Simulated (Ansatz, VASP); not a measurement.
## SiF: VASP beside Ansatz

File INCAR:

```
SYSTEM = SiF
PREC = Accurate
ENCUT = 600
EDIFF = 1E-7
ISMEAR = -1
SIGMA = 0.05
LREAL = .FALSE.
LASPH = .TRUE.
NELM = 100
ALGO = Normal
ISIF = 3
LWAVE = .FALSE.
LCHARG = .FALSE.
GGA = PS
IVDW = 12
IBRION = 2
NSW = 60
EDIFFG = -0.01
```

Contents of KPOINTS:

```
Automatic mesh
0
G
  9 9 9
  0 0 0
```

Contents of POSCAR:

```
SiF
1.0
    3.0286000000      0.0000000000      0.0000000000
    0.0000000000      3.0286000000      0.0000000000
    0.0000000000      0.0000000000      3.0286000000
Si F
1 1
Direct
    0.5000000000      0.5000000000      0.5000000000
    0.0000000000      0.0000000000      0.0000000000
```

The input input.yaml:

```yaml
crystal:
  lattice:
    - [3.0286, 0.0, 0.0]
    - [0.0, 3.0286, 0.0]
    - [0.0, 0.0, 3.0286]
  atoms:
    - { symbol: Si, position: [0.5, 0.5, 0.5] }
    - { symbol: F, position: [0.0, 0.0, 0.0] }
hamiltonian:
  xc: pbesol
  pseudopotentials: { kind: paw }
  dispersion: d3bj
kpoints:
  mp_grid: { grid: [9, 9, 9] }
scf:
  occupations: { method: fermi_dirac, width: 0.05 }
output:
  forces: true
  stress: true
  eigenvalues: true
  write_density: true
  write_potential: true
  elf: true
  volumetric_format: npy
relax:
  f_tol: 0.01
  max_steps: 40
  cell: { stress_tol: 0.05 }
```

Alike in both runs: task relaxation of cell and atoms; functional PBEsol; dispersion D3(BJ); k mesh 9 × 9 × 9; occupations fermi-dirac, width 0.05 eV; no spin polarisation.

```csv
,VASP,Ansatz
version,VASP 6.6.1,Ansatz 0.2.0
potentials or method,"VASP PAW PBE potentials, release 64 (Si, F)",Ansatz PAW
plane-wave cutoff (eV),600,420
valence electrons in the cell,11,11
```

```tsv
	VASP	Ansatz	Ansatz less VASP
gap on the k mesh at the Fermi level, each at its own relaxed structure (eV)	none	none	-
relaxed volume (Å³/atom)	13.19	13.22	+0.032
relaxed cell length with the largest relative difference (Å)	2.977	2.979	+0.0024
```

VASP's potentials were made for PBE, not for PBEsol. A gap of «none» marks a metal or a gap that the smearing closes.

Noted on Ansatz's run: the plane-wave basis is chosen anew once the cell has moved, so the energies of steps on either side of that aren't comparable.
